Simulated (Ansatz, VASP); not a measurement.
# Two plane-wave programs on AlN

Contents of INCAR:

```
PREC = Accurate
ENCUT = 520
EDIFF = 1E-6
ISMEAR = 0
SIGMA = 0.05
LREAL = False
LASPH = True
NELM = 80
ALGO = Normal
ISIF = 2
LWAVE = False
LCHARG = False
GGA = PS
NBANDS = 16
```

File KPOINTS:

```
regular mesh
0
Gamma
  9 9 6
```

File POSCAR:

```
AlN
1.0
    3.2816000000      0.0000000000      0.0000000000
   -1.6408000000      2.8419489650      0.0000000000
    0.0000000000      0.0000000000      3.9744000000
Al N
2 2
Direct
    0.3333333333      0.6666666667      0.7500000000
    0.6666666667      0.3333333333      0.2500000000
    0.3333333333      0.6666666667      0.2500000000
    0.6666666667      0.3333333333      0.7500000000
```

Input for Ansatz:

```yaml
crystal:
  lattice:
    - [3.2816, 0.0, 0.0]
    - [-1.6408, 2.841948965, 0.0]
    - [0.0, 0.0, 3.9744]
  atoms:
    - { symbol: Al, position: [0.3333333333, 0.6666666667, 0.75] }
    - { symbol: Al, position: [0.6666666667, 0.3333333333, 0.25] }
    - { symbol: "N", position: [0.3333333333, 0.6666666667, 0.25] }
    - { symbol: "N", position: [0.6666666667, 0.3333333333, 0.75] }
basis:
  ecutwfc: 520.0
kpoints:
  mp_grid: { grid: [9, 9, 6] }
hamiltonian:
  xc: pbesol
  pseudopotentials: { kind: paw, azcp: { folder: soft_1 } }
scf:
  occupations: { method: gaussian, width: 0.05 }
output:
  forces: true
  stress: true
  eigenvalues: true
```

Alike in both runs: task single point; functional PBEsol; k mesh 9 × 9 × 6; occupations gaussian, width 0.05 eV; no spin polarisation.

```csv
,VASP,Ansatz
version,VASP 6.6.1,Ansatz 0.2.0
potentials or method,"VASP PAW PBE potentials, release 64 (Al, N), cutoff 520 eV","scalar-relativistic, plane waves, PAW"
valence electrons in the cell,16,16
```

Ansatz gave:

```
gap on the k mesh at the Fermi level (eV)                     : 3.78
least direct gap on the mesh (eV)                             : 3.78
pressure (GPa)                                                : 12.2
traceless stress, the component that is largest in VASP (GPa) : 5.42
```

**Question.** What did VASP give for the same quantities?

**Answer.** gap on the k mesh at the Fermi level (eV): 3.79; least direct gap on the mesh (eV): 3.79; pressure (GPa): 12.3; traceless stress, the component that is largest in VASP (GPa): 5.50.

VASP's potentials were made for PBE, not for PBEsol, and Ansatz warns of the same on its side. With one functional, cell and mesh, what is left measures potentials, basis and numerics.
